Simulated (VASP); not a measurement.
Input of a VASP 6.6.1 run:

INCAR

```
SYSTEM = SnSe
ALGO = Normal
EDIFF = 1E-6
ENCUT = 520
GGA = PE
ISIF = 2
ISMEAR = 0
LASPH = .TRUE.
LCHARG = .FALSE.
LREAL = .FALSE.
LWAVE = .FALSE.
NBANDS = 17
NELM = 100
PREC = Accurate
SIGMA = 0.1
```

KPOINTS

```
k-points
0
G
  12 12 12
  0 0 0
```

File POSCAR:

```
SnSe
1.0
    3.7984044713      0.0000000000      0.0000000000
    0.0000000000      3.7984044713      0.0000000000
    0.0000000000      0.0000000000      3.7984044713
Sn Se
1 1
Direct
    0.5000000000      0.5000000000      0.5000000000
    0.0000000000      0.0000000000      0.0000000000
```

Potentials or basis: VASP PAW PBE potentials, release 64 (Sn_d, Se).

The run is started by

```sh
$ cat potpaw_PBE.64/Sn_d/POTCAR potpaw_PBE.64/Se/POTCAR > POTCAR
$ mpirun -np 1 vasp_std > vasp.out
```

**Question.** Predict the band gap on the k mesh.

**Answer.** Zero (band 10 reaches 5.33 eV, above the bottom of band 11 at 4.37 eV).

**Question.** Predict the pressure.

**Answer.** -3.9 GPa.

Caveat: spin-orbit coupling is left out, which moves the levels of the heavy elements.
